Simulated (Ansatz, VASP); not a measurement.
## One calculation of Mg, two programs

The input POSCAR:

```
Mg
1.0
    3.1792646675      0.0000000000      0.0000000000
   -1.5896323337      2.7533239674      0.0000000000
    0.0000000000      0.0000000000      5.1568903974
Mg
2
Direct
    0.3333333333      0.6666666667      0.2500000000
    0.6666666667      0.3333333333      0.7500000000
```

File INCAR.step1:

```
  PREC = Accurate
  ENCUT = 520
  ISMEAR = 1
  SIGMA = 0.3
  LREAL = False
  LASPH = True
  NELM = 100
  NBANDS = 9
  GGA = PE
  ALGO = Normal
  EDIFF = 1E-4
  LWAVE = True
  LCHARG = False
```

File INCAR.step2:

```
  PREC = Accurate
  ENCUT = 520
  EDIFF = 1E-6
  ISMEAR = 1
  SIGMA = 0.3
  LREAL = False
  LASPH = True
  NELM = 100
  ALGO = Normal
  ISIF = 2
  LWAVE = False
  LCHARG = False
  METAGGA = R2SCAN
  LMIXTAU = True
  NBANDS = 9
  ISTART = 1
```

KPOINTS

```
regular mesh
0
Gamma
  11 11 6
```

Input for Ansatz:

```yaml
crystal:
  lattice:
    - [3.1792646675, 0.0, 0.0]
    - [-1.5896323337, 2.7533239674, 0.0]
    - [0.0, 0.0, 5.1568903974]
  atoms:
    - { symbol: Mg, position: [0.3333333333, 0.6666666667, 0.25] }
    - { symbol: Mg, position: [0.6666666667, 0.3333333333, 0.75] }
hamiltonian:
  xc: r2scan
  pseudopotentials:
    kind: paw
    azcp:
      Mg: "pseudopotentials/Mg.paw.azcp"
basis:
  ecutwfc: 500
  fft_grid_basis: typed
kpoints:
  mp_grid: { grid: [11, 11, 6], shift: [0, 0, 0] }
magnetization:
  spin_polarized: false
scf:
  occupations: { method: methfessel_paxton, width: 0.3 }
  lower_state_search: "off"
output:
  stress: true
  write_density: true
  write_potential: true
  elf: true
  volumetric_format: npy
```

Alike in both runs: task single point; functional r2SCAN; k mesh 11 × 11 × 6; occupations methfessel-paxton of order 1, width 0.3 eV; no spin polarisation.

|  | VASP | Ansatz |
| --- | --- | --- |
| version | VASP 6.6.1 | Ansatz 0.2.0 |
| potentials or method | VASP PAW PBE potentials, release 64 (Mg), cutoff 520 eV | plane waves (500 eV) with PAW, scalar-relativistic |
| valence electrons in the cell | 4 | 20 |

```csv
,VASP,Ansatz,Ansatz less VASP
pressure (GPa),-0.3,0.0,+0.27
```

VASP's potentials were made for PBE, not for r2SCAN. VASP's potentials hold 4 valence electrons a cell and Ansatz's 20, so a difference there can come from the potentials and not from the codes.
